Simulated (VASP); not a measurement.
Runs of VASP 6.6.1 on BaNa3. The structure is that of space group Pm-3m (No. 221), or close to it. The cells are those of the table. 

```csv
task,cell,k mesh,cutoff (eV),gap on the mesh (eV),pressure (GPa),relaxed volume (Å³/atom)
single point,"a = 4.603 Å, 4 atoms",4 × 4 × 4,520,none,13.9,-
single point,"a = 5.721 Å, 4 atoms",4 × 4 × 4,520,none,0.0,-
single point,"a = 5.703 Å, 4 atoms",8 × 8 × 8,520,none,0.0,-
relaxation of cell and atoms,"relaxed from a = 4.603 Å, 4 atoms",4 × 4 × 4,600,none,0.0,(a)
relaxation of cell and atoms,"relaxed from a = 5.721 Å, 4 atoms",8 × 8 × 8,600,none,0.0,46.59
```

Alike in all rows: level PBE; potentials or basis VASP PAW PBE potentials, release 64 (Na_pv, Ba_sv); no spin polarisation; smearing gaussian 0.1 eV.

Fill in the values left out.

(a) 46.13.

Caveats: spin-orbit coupling is left out, which moves the levels of the heavy elements; the cell stands under pressure (at least some runs); the volume moved by over 15 % at a fixed basis, so the end points are rough (at least some runs).

A k mesh can miss the band edges, and the runs leave out spin-orbit coupling on Ba.

A gap of «none» marks levels without a gap at the run's occupations.
